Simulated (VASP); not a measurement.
A run of VASP 6.6.1 is set up as follows.

The input POSCAR:

```
Ta
1.0
    2.7363400327      0.0000000000      0.0000000000
    0.0000000000      2.7363400327      0.0000000000
    0.0000000000      0.0000000000      2.7363400327
Ta
1
Direct
    0.0000000000      0.0000000000      0.0000000000
```

File INCAR.step1:

```
SYSTEM = Ta
  PREC = Accurate
  ENCUT = 600
  ISMEAR = 0
  SIGMA = 0.1
  LREAL = .False.
  LASPH = .True.
  NELM = 60
  GGA = PE
  ALGO = Normal
  EDIFF = 1E-4
  LWAVE = .True.
  LCHARG = .False.
```

INCAR.step2

```
SYSTEM = Ta
  PREC = Accurate
  ENCUT = 600
  EDIFF = 1E-6
  ISMEAR = 0
  SIGMA = 0.1
  LREAL = .False.
  LASPH = .True.
  NELM = 60
  ALGO = Normal
  ISIF = 3
  LWAVE = .False.
  LCHARG = .False.
  METAGGA = R2SCAN
  LMIXTAU = .True.
  IBRION = 2
  NSW = 100
  EDIFFG = -0.01
  ISTART = 1
```

KPOINTS

```
Automatic mesh
0
Gamma
  20 20 20
  0 0 0
```

Potentials or basis: VASP PAW PBE potentials, release 64 (Ta_pv).

Launch:

```sh
$ cat potpaw_PBE.64/Ta_pv/POTCAR > POTCAR
$ cp INCAR.step1 INCAR
$ mpirun -np 1 vasp_std > vasp.out
$ cp INCAR.step2 INCAR
$ mpirun -np 1 vasp_std > vasp.out
```

Question: Estimate the relaxed volume.

Answer: 20.41 Å³/atom.

Question: Predict the band gap on the k mesh.

Answer: Zero (an odd number of electrons rules out a gap without spin polarisation).

Question: Estimate the relaxed cell.

Answer: a = 2.733 Å, b = 2.733 Å, c = 2.733 Å, α = 90.00°, β = 90.00°, γ = 90.00°.

Question: Predict the space group after relaxing (to 0.1 Å).

Answer: Pm-3m (No. 221).

Final structure:
```yaml
crystal:
  lattice:
    - [2.73298, 0.00000, 0.00000]
    - [0.00000, 2.73298, 0.00000]
    - [0.00000, 0.00000, 2.73298]
  atoms:
    - { symbol: Ta, position: [0.00000, 0.00000, 0.00000] }
```

Caveat: the PAW data sets were made with another functional, which shifts forces and pressure a little; spin-orbit coupling is left out, which moves the levels of the heavy elements.
